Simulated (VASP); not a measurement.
# MgCd2Se3 (P-3m1) in VASP: further runs

MgCd2Se3 is run at these levels: PBE; tasks: single point.

All numbers are computed with VASP 6.6.1; they aren't measurements. Logs are shortened: lines on timing, memory, paths and dates and some standing lists are left out, and cuts for length are marked.

**1. The cell of the first run**

It takes space group P-3m1 (No. 164, trigonal). Conventional cell: a = 4.012 Å, b = 4.012 Å, c = 9.813 Å, α = 90.00°, β = 90.00°, γ = 120.00°. Mg (site symmetry -3m) has 6 Se at 2.78 Å within 3.7 Å. Within 3.8 Å of Cd (site symmetry 3m) lie 6 Se at 2.86 Å. Within 3.8 Å of Se (site symmetry -3m) lie 6 Cd at 2.86 Å. Within 3.7 Å of Se (site symmetry 3m) lie 3 Mg at 2.78 Å and 3 Cd at 2.86 Å.

**2. Single point, PBE**

File INCAR:

```
PREC = Accurate ; ENCUT = 520
EDIFF = 1E-6 ; ISMEAR = 0
SIGMA = 0.1 ; LREAL = F
LASPH = T ; NELM = 60
ALGO = Normal ; ISIF = 2
LWAVE = F ; LCHARG = T
GGA = PE ; LELF = T
LVHAR = T ; NBANDS = 31
```

File KPOINTS:

```
regular mesh
0
Gamma
  6 6 2
```

File POSCAR:

```
MgCd2Se3
1.0
    4.0120776865      0.0000000000      0.0000000000
   -2.0060388433      3.4745611985      0.0000000000
    0.0000000000      0.0000000000      9.8125152496
Mg Cd Se
1 2 3
Direct
    0.0000000000      0.0000000000      0.0000000000
    0.3333333333      0.6666666667      0.6707330771
    0.6666666667      0.3333333333      0.3292669229
    0.0000000000      0.0000000000      0.5000000000
    0.3333333333      0.6666666667      0.1575153389
    0.6666666667      0.3333333333      0.8424846611
```

Potentials or basis: VASP PAW PBE potentials, release 64 (Mg, Cd, Se).

On the command line:

```console
$ cat potpaw_PBE.64/Mg/POTCAR potpaw_PBE.64/Cd/POTCAR potpaw_PBE.64/Se/POTCAR > POTCAR
$ mpirun -np 1 vasp_std > vasp.out
```

OUTCAR:

```text
PREC = Accurate
   ENCUT = 520
   EDIFF = 1E-6
   ISMEAR = 0
   LREAL = F
   LASPH = T
   NELM = 60
   ISIF = 2
   GGA = PE

 ion  position               nearest neighbor table
   1  0.000  0.000  0.000-   5 2.78   6 2.78   6 2.78   5 2.78   6 2.78   5 2.78
   2  0.333  0.667  0.671-   4 2.86   4 2.86   4 2.86   6 2.86   6 2.86   6 2.86
   3  0.667  0.333  0.329-   4 2.86   4 2.86   4 2.86   5 2.86   5 2.86   5 2.86
   4  0.000  0.000  0.500-   2 2.86   3 2.86   3 2.86   2 2.86   3 2.86   2 2.86
   5  0.333  0.667  0.158-   1 2.78   1 2.78   1 2.78   3 2.86   3 2.86   3 2.86
   6  0.667  0.333  0.842-   1 2.78   1 2.78   1 2.78   2 2.86   2 2.86   2 2.86

  LATTYP: Found a hexagonal cell.
 ALAT       =     4.0120776865
 C/A-ratio  =     2.4457440798

  Lattice vectors:

 A1 = (   4.0120776865,   0.0000000000,   0.0000000000)
 A2 = (  -2.0060388433,   3.4745611985,   0.0000000000)
 A3 = (   0.0000000000,   0.0000000000,   9.8125152496)

Analysis of symmetry for initial positions (statically):
=====================================================================
 Subroutine PRICEL returns:
 Original cell was already a primitive cell.

 Routine SETGRP: Setting up the symmetry group for a
 hexagonal supercell.

 Subroutine GETGRP returns: Found 12 space group operations
 (whereof 12 operations were pure point group operations)
 out of a pool of 24 trial point group operations.

The static configuration has the point symmetry D_3d.

Analysis of symmetry for dynamics (positions and initial velocities):
=====================================================================
 Subroutine PRICEL returns:
 Original cell was already a primitive cell.

 Routine SETGRP: Setting up the symmetry group for a
 hexagonal supercell.

 Subroutine GETGRP returns: Found 12 space group operations
 (whereof 12 operations were pure point group operations)
 out of a pool of 24 trial point group operations.

The dynamic configuration has the point symmetry D_3d.

 Subroutine INISYM returns: Found 12 space group operations
 (whereof 12 operations are pure point group operations),
 and found     1 'primitive' translations

----------------------------------------------------------------------------------------

                                     Primitive cell

  volume of cell :     136.7885

  direct lattice vectors                    reciprocal lattice vectors
     4.012077686  0.000000000  0.000000000     0.249247417  0.143903063  0.000000000
    -2.006038843  3.474561199  0.000000000     0.000000000  0.287806127  0.000000000
     0.000000000  0.000000000  9.812515250     0.000000000  0.000000000  0.101910670

  length of vectors
     4.012077686  4.012077687  9.812515250     0.287806127  0.287806127  0.101910670

  position of ions in fractional coordinates (direct lattice)
     0.000000000  0.000000000  0.000000000
     0.333333333  0.666666667  0.670733077
     0.666666667  0.333333333  0.329266923
     0.000000000  0.000000000  0.500000000
     0.333333333  0.666666667  0.157515339
     0.666666667  0.333333333  0.842484661

  ion indices of the primitive-cell ions
   primitive index   ion index
                 1           1
                 2           2
                 3           3
                 4           4
                 5           5
                 6           6

----------------------------------------------------------------------------------------

 KPOINTS: regular mesh

Automatic generation of k-mesh.
 Grid dimensions read from file:
 generate k-points for:    6    6    2

 Generating k-lattice:

  Cartesian coordinates                     Fractional coordinates (reciprocal lattice)
     0.041541236  0.023983844  0.000000000     0.166666667  0.000000000  0.000000000
     0.000000000  0.047967688  0.000000000     0.000000000  0.166666667  0.000000000
     0.000000000  0.000000000  0.050955335     0.000000000  0.000000000  0.500000000

  Length of vectors
     0.047967688  0.047967688  0.050955335

  Shift w.r.t. Gamma in fractional coordinates (k-lattice)
     0.000000000  0.000000000  0.000000000

 Subroutine IBZKPT returns following result:
 ===========================================

 Found     14 irreducible k-points:

 Following reciprocal coordinates:
            Coordinates               Weight
  0.000000  0.000000  0.000000      1.000000
  0.166667  0.000000  0.000000      6.000000
  0.333333  0.000000  0.000000      6.000000
  0.500000  0.000000  0.000000      3.000000
  0.166667  0.166667  0.000000      6.000000
  0.333333  0.166667  0.000000     12.000000
  0.333333  0.333333  0.000000      2.000000
  0.000000  0.000000  0.500000      1.000000
  0.166667  0.000000  0.500000      6.000000
  0.333333  0.000000  0.500000      6.000000
  0.500000  0.000000  0.500000      3.000000
  0.166667  0.166667  0.500000      6.000000
  0.333333  0.166667  0.500000     12.000000
  0.333333  0.333333  0.500000      2.000000
   k-points           NKPTS =     14   k-points in BZ     NKDIM =     14   number of bands    NBANDS=     31
   number of dos      NEDOS =    301   number of ions     NIONS =      6
   total plane-waves  NPLWV =  72000
   dimension x,y,z NGX =    30 NGY =   30 NGZ =   80
   dimension x,y,z NGXF=    60 NGYF=   60 NGZF=  160
   ions per type =               1   2   3
   NGX,Y,Z   is equivalent  to a cutoff of  12.43, 12.43, 13.55 a.u.
   NGXF,Y,Z  is equivalent  to a cutoff of  24.86, 24.86, 27.11 a.u.
 SYSTEM =  unknown system
   PREC   = accura    normal or accurate (medium, high low for compatibility)
   ISTART =      0    job   : 0-new  1-cont  2-samecut
   ICHARG =      2    charge: 1-file 2-atom 10-const
   ISPIN  =      1    spin polarized calculation?
   LNONCOLLINEAR =      F non collinear calculations
   LSORBIT =      F    spin-orbit coupling
   LASPH  =      T    aspherical Exc in radial PAW
   ENCUT  =  520.0 eV  38.22 Ry    6.18 a.u.   7.46  7.46 18.24*2*pi/ulx,y,z
   NELM   =     60;   NELMIN=  2; NELMDL= -5     # of ELM steps
   EDIFF  = 0.1E-05   stopping-criterion for ELM
   LREAL  =      F    real-space projection
   EDIFFG = 0.1E-04   stopping-criterion for IOM
   NSW    =      0    number of steps for IOM
   IBRION =     -1    ionic relax: 0-MD 1-quasi-New 2-CG
   NFREE  =      0    steps in history (QN), initial steepest desc. (CG)
   ISIF   =      2    stress and relaxation
   ISYM   =      2    0-nonsym 1-usesym 2-fastsym
   POTIM  = 0.5000    time-step for ionic-motion
   TEBEG  =    0.0;   TEEND  =   0.0 temperature during run
   PSTRESS=    0.0 pullay stress
   NELECT =      44.0000    total number of electrons
   NUPDOWN=      -1.0000    fix difference up-down
   EMIN   =  10.00;   EMAX   =-10.00  energy-range for DOS
   EFERMI =   0.00;   METHOD = LEGACY
   ISMEAR =     0;   SIGMA  =   0.10  broadening in eV -4-tet -1-fermi 0-gaus
   EFERMI_NEDOS =   21; number of points for ismear=-14 and -15
   IALGO  =     38    algorithm
   IMIX   =      4    mixing-type and parameters
     AMIX     =   0.40;   BMIX     =  1.00
     AMIX_MAG =   1.60;   BMIX_MAG =  1.00
  volume/ion in A,a.u.               =      22.80       153.85
  Fermi-wavevector in a.u.,A,eV,Ry     =   1.121698  2.119701 17.118929  1.258206
  Thomas-Fermi vector in A             =   2.258353
   LORBIT       =      0    0 simple, 1 ext, 2 COOP (PROOUT), +10 PAW based schemes
   GGA     = PE    functional components
   LHFCALC =     F    Hartree Fock is set to
   AEXX    =    0.0000 exact exchange contribution
   IVDW    =     0    specifies the selected vdW correction
   LEPSILON=     F    determine dielectric tensor
   LRPA    =     F    only Hartree local field effects (RPA)
 non-spin polarized calculation
 Gauss-broadening in eV      SIGMA  =   0.10
  energy-cutoff  :      520.00
  volume of cell :      136.79
 maximum number of plane-waves:      3715
 NGX is ok and might be reduce to    30
   NGX = 15   NGY = 15   NGZ = 37

 number of electron      44.0000004 magnetization

 Free energy of the ion-electron system (eV)
  ---------------------------------------------------
  ext. energy  EPLUGINS =         0.00000000
  ---------------------------------------------------
  free energy    TOTEN  =       -17.80313793 eV

  energy without entropy =      -17.79915746  energy(sigma->0) =      -17.80114769

 E-fermi :   2.5804     XC(G=0):  -9.8045

 val. band max:        2.4742828821   @ k =   0.1667   0.1667   0.0000
 cond. band min:       2.6416503131   @ k =   0.5000   0.0000   0.0000
 fundamental gap:      0.1673674310
 Fermi energy:         2.5804142317

 k-point     1 :       0.0000    0.0000    0.0000
  band No.  band energies     occupation
      1     -10.3549      2.00000
      2      -9.7298      2.00000
      3      -9.6251      2.00000
      4      -5.5384      2.00000
      5      -5.5384      2.00000
      6      -5.4456      2.00000
[... 23 lines left out ...]
     30       8.6567      0.00000
     31       9.5970      0.00000

 k-point     2 :       0.1667    0.0000    0.0000
  band No.  band energies     occupation
      1     -10.1768      2.00000
      2      -9.6670      2.00000
      3      -9.5299      2.00000
      4      -5.5126      2.00000
      5      -5.4814      2.00000
      6      -5.4584      2.00000
[... 23 lines left out ...]
     30       9.6745      0.00000
     31       9.7721      0.00000

 k-point     3 :       0.3333    0.0000    0.0000
  band No.  band energies     occupation
      1      -9.7573      2.00000
      2      -9.5416      2.00000
      3      -9.3417      2.00000
      4      -5.5085      2.00000
      5      -5.4886      2.00000
      6      -5.4269      2.00000
[... 363 lines left out ...]
     30       9.2905      0.00000
     31       9.5029      0.00000

 k-point    14 :       0.3333    0.3333    0.5000
  band No.  band energies     occupation
      1      -9.4446      2.00000
      2      -9.2971      2.00000
      3      -9.2971      2.00000
      4      -5.5040      2.00000
      5      -5.3944      2.00000
      6      -5.3944      2.00000
[... 23 lines left out ...]
     30      10.0503      0.00000
     31      10.0503      0.00000

------------------------ aborting loop because EDIFF is reached ----------------------------------------

  FORCE on cell =-STRESS in cart. coord.  units (eV):
  Direction    XX          YY          ZZ          XY          YZ          ZX
  --------------------------------------------------------------------------------------
  -------------------------------------------------------------------------------------
  Total        0.0456932      0.0456932      0.0773297     -0.0000000      0.0000000      0.0000000
  in kB        0.5351954      0.5351954      0.9057473     -0.0000000      0.0000000      0.0000000
  external PRESSURE =       0.6587127 kB  Pullay stress =       0.0000000 kB

 VOLUME and BASIS-vectors are now :
 -----------------------------------------------------------------------------
  energy-cutoff  :      520.00
  volume of cell :      136.79
      direct lattice vectors                 reciprocal lattice vectors
     4.012077686  0.000000000  0.000000000     0.249247417  0.143903063  0.000000000
    -2.006038843  3.474561199  0.000000000     0.000000000  0.287806127  0.000000000
     0.000000000  0.000000000  9.812515250     0.000000000  0.000000000  0.101910670

 POSITION                                       TOTAL-FORCE (eV/Angst)
 -----------------------------------------------------------------------------------
      0.00000      0.00000      0.00000        -0.000000      0.000000      0.000000
     -0.00000      2.31637      6.58158        -0.000000     -0.000000     -0.021363
      2.00604      1.15819      3.23094         0.000000      0.000000      0.021363
      0.00000      0.00000      4.90626        -0.000000      0.000000      0.000000
     -0.00000      2.31637      1.54562        -0.000000     -0.000000     -0.036391
      2.00604      1.15819      8.26689         0.000000      0.000000      0.036391
 -----------------------------------------------------------------------------------
    total drift:                               -0.000000      0.000000     -0.000000

  FREE ENERGIE OF THE ION-ELECTRON SYSTEM (eV)
  ---------------------------------------------------
  free  energy   TOTEN  =       -17.8031379257 eV

  energy  without entropy=      -17.7991574560  energy(sigma->0) =      -17.80114769
```

Run time: 28 s. Hardware: 1 thread of Intel Xeon 6975P-C (Granite Rapids), shared host; peak memory 0.28 GiB.

What came out:

```yaml
Free_energy: -17.8031 eV
Pressure: 0.1 GPa
Largest_force: 0.036 eV/Å
Band_gap_on_the_k_mesh: 0.17 eV, indirect (least direct gap 0.75 eV)
```

Forces in eV/Å, atoms in the order of the input:
```
Mg   0.000  0.000  0.000
Cd   0.000  0.000 -0.021
Cd   0.000  0.000  0.021
Se   0.000  0.000  0.000
Se   0.000  0.000 -0.036
Se   0.000  0.000  0.036
```

A k mesh can miss the band edges.

**3. Single point, PBE**

This run uses another cell than the first one, of 24.96 Å³/atom, 1.095 times its volume.

File INCAR:

```
SYSTEM = MgCd2Se3
ALGO = Normal
EDIFF = 1E-6
ENCUT = 520
GGA = PE
ISIF = 2
ISMEAR = 0
LASPH = .TRUE.
LCHARG = .TRUE.
LELF = .TRUE.
LREAL = .FALSE.
LVHAR = .TRUE.
LWAVE = .FALSE.
NBANDS = 31
NELM = 60
PREC = Accurate
SIGMA = 0.1
```

File KPOINTS:

```
k-points
0
G
  6 6 2
  0 0 0
```

File POSCAR:

```
MgCd2Se3
1.0
    4.1330215600      0.0000000000      0.0000000000
   -2.0665107800      3.5793016600      0.0000000000
    0.0000000000      0.0000000000     10.1237939100
Mg Cd Se
1 2 3
Direct
    0.0000000000      0.0000000000      0.0000000000
    0.3333333300      0.6666666700      0.6666666700
    0.6666666700      0.3333333300      0.3333333300
    0.0000000000      0.0000000000      0.5000000000
    0.3333333300      0.6666666700      0.1666666700
    0.6666666700      0.3333333300      0.8333333300
```

Potentials or basis: VASP PAW PBE potentials, release 64 (Mg, Cd, Se).

On the command line:

```console
$ cat potpaw_PBE.64/Mg/POTCAR potpaw_PBE.64/Cd/POTCAR potpaw_PBE.64/Se/POTCAR > POTCAR
$ mpirun -np 1 vasp_std > vasp.out
```

OUTCAR:

```text
SYSTEM = MgCd2Se3
   EDIFF = 1E-6
   ENCUT = 520
   GGA = PE
   ISIF = 2
   ISMEAR = 0
   LASPH = .TRUE.
   LREAL = .FALSE.
   NELM = 60
   PREC = Accurate

 ion  position               nearest neighbor table
   1  0.000  0.000  0.000-   5 2.92   6 2.92   5 2.92   6 2.92   6 2.92   5 2.92
   2  0.333  0.667  0.667-   6 2.92   6 2.92   4 2.92   6 2.92   4 2.92   4 2.92
   3  0.667  0.333  0.333-   5 2.92   5 2.92   4 2.92   5 2.92   4 2.92   4 2.92
   4  0.000  0.000  0.500-   2 2.92   3 2.92   2 2.92   3 2.92   3 2.92   2 2.92
   5  0.333  0.667  0.167-   3 2.92   3 2.92   1 2.92   3 2.92   1 2.92   1 2.92
   6  0.667  0.333  0.833-   2 2.92   2 2.92   1 2.92   2 2.92   1 2.92   1 2.92

  LATTYP: Found a hexagonal cell.
 ALAT       =     4.1330215600
 C/A-ratio  =     2.4494897409

  Lattice vectors:

 A1 = (   4.1330215600,   0.0000000000,   0.0000000000)
 A2 = (  -2.0665107800,   3.5793016600,   0.0000000000)
 A3 = (   0.0000000000,   0.0000000000,  10.1237939100)

Analysis of symmetry for initial positions (statically):
=====================================================================
 Subroutine PRICEL returns:
 Original cell was already a primitive cell.

[... 171 lines left out ...]
 fundamental gap:      0.1696363031
 Fermi energy:         1.8557249982

 k-point     1 :       0.0000    0.0000    0.0000
  band No.  band energies     occupation
      1     -10.6158      2.00000
      2     -10.0682      2.00000
      3     -10.0425      2.00000
      4      -6.0974      2.00000
      5      -6.0974      2.00000
      6      -6.0072      2.00000
[... 465 lines left out ...]
     30       9.1089      0.00000
     31       9.2692      0.00000

------------------------ aborting loop because EDIFF is reached ----------------------------------------

  FORCE on cell =-STRESS in cart. coord.  units (eV):
  Direction    XX          YY          ZZ          XY          YZ          ZX
  --------------------------------------------------------------------------------------
  -------------------------------------------------------------------------------------
  Total       -3.9494937     -3.9494937     -4.0471433     -0.0000000      0.0000000      0.0000000
  in kB      -42.2515588    -42.2515586    -43.2962119     -0.0000000      0.0000000      0.0000000
  external PRESSURE =     -42.5997764 kB  Pullay stress =       0.0000000 kB

 VOLUME and BASIS-vectors are now :
 -----------------------------------------------------------------------------
  energy-cutoff  :      520.00
  volume of cell :      149.76
      direct lattice vectors                 reciprocal lattice vectors
     4.133021560  0.000000000  0.000000000     0.241953734  0.139692054  0.000000000
    -2.066510780  3.579301660  0.000000000     0.000000000  0.279384108  0.000000000
     0.000000000  0.000000000 10.123793910     0.000000000  0.000000000  0.098777198

 POSITION                                       TOTAL-FORCE (eV/Angst)
 -----------------------------------------------------------------------------------
      0.00000      0.00000      0.00000        -0.000000      0.000000      0.000000
     -0.00000      2.38620      6.74920         0.000000     -0.000000      0.028560
      2.06651      1.19310      3.37460        -0.000000      0.000000     -0.028560
      0.00000      0.00000      5.06190        -0.000000      0.000000      0.000000
     -0.00000      2.38620      1.68730         0.000000     -0.000000     -0.372098
      2.06651      1.19310      8.43649         0.000000      0.000000      0.372098
 -----------------------------------------------------------------------------------
    total drift:                                0.000000     -0.000000      0.000000

  FREE ENERGIE OF THE ION-ELECTRON SYSTEM (eV)
  ---------------------------------------------------
  free  energy   TOTEN  =       -17.5767706035 eV

  energy  without entropy=      -17.5720922253  energy(sigma->0) =      -17.57443141
```

stdout:

```text
POSCAR found type information on POSCAR MgCdSe
 POSCAR found :  3 types and       6 ions
 scaLAPACK will be used
 LDA part: xc-table for (Slater+PW92), standard interpolation
 POSCAR, INCAR and KPOINTS ok, starting setup
 FFT: planning ... GRIDC
 FFT: planning ... GRID_SOFT
 FFT: planning ... GRID
 WAVECAR not read
 entering main loop
```

Wall time 27 s (1 thread of Intel Xeon 6975P-C (Granite Rapids), shared host); peak memory 0.29 GiB.

What came out:

```yaml
Free_energy: -17.5768 eV
Pressure: -4.3 GPa
Largest_force: 0.372 eV/Å
Band_gap_on_the_k_mesh: 0.17 eV, indirect (least direct gap 0.41 eV)
```

Forces on the atoms (eV/Å):
```
Mg   0.000  0.000  0.000
Cd   0.000  0.000  0.029
Cd   0.000  0.000 -0.029
Se   0.000  0.000  0.000
Se   0.000  0.000 -0.372
Se   0.000  0.000  0.372
```

Levels at points of the mesh, in eV from the valence-band top:
| k point | band 20 | band 21 | band 22 | band 23 | band 24 | band 25 |
| --- | --- | --- | --- | --- | --- | --- |
| (0.00, 0.00, 0.00) | -0.31 | 0.00 | 0.00 | 0.41 | 3.19 | 3.21 |
| (0.50, 0.00, 0.00) | -0.97 | -0.77 | -0.43 | 0.17 | 3.14 | 3.48 |
| (0.00, 0.00, 0.50) | -0.18 | -0.06 | -0.06 | 1.99 | 2.31 | 3.25 |
| (0.50, 0.00, 0.50) | -1.24 | -0.12 | -0.11 | 1.12 | 1.74 | 3.25 |

A k mesh can miss the band edges.
